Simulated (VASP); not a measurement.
A run of VASP 6.6.1 is set up as follows.

File INCAR:

```
PREC = Accurate
ENCUT = 600
EDIFF = 1E-6
ISMEAR = 0
SIGMA = 0.1
LREAL = False
LASPH = True
NELM = 150
ALGO = Fast
ISIF = 3
LWAVE = False
LCHARG = False
ISPIN = 2
MAGMOM = 2.38 2.38 2.38 0.47
LORBIT = 11
LMAXMIX = 4
GGA = PE
IBRION = 2
NSW = 100
EDIFFG = -0.01
```

File KPOINTS:

```
Automatic mesh
0
Gamma
  14 14 14
```

The input POSCAR:

```
Co3O
1.0
    3.5167768335      0.0000000000      0.0000000000
    0.0000000000      3.5167768335      0.0000000000
    0.0000000000      0.0000000000      3.5167768335
Co O
3 1
Direct
    0.0000000000      0.5000000000      0.5000000000
    0.5000000000      0.0000000000      0.5000000000
    0.5000000000      0.5000000000      0.0000000000
    0.0000000000      0.0000000000      0.0000000000
```

Potentials or basis: VASP PAW PBE potentials, release 64 (Co, O).

The run is started by

```sh
$ cat potpaw_PBE.64/Co/POTCAR potpaw_PBE.64/O/POTCAR > POTCAR
$ mpirun -np 1 vasp_std > vasp.out
```

(1) Predict the relaxed volume.

(2) Estimate the space group after relaxing (to 0.1 Å).

(3) What does it give for the net moment?

## Answers

(1) 10.83 Å³/atom.

(2) Pm-3m (No. 221).

(3) 6.77 μB per cell.
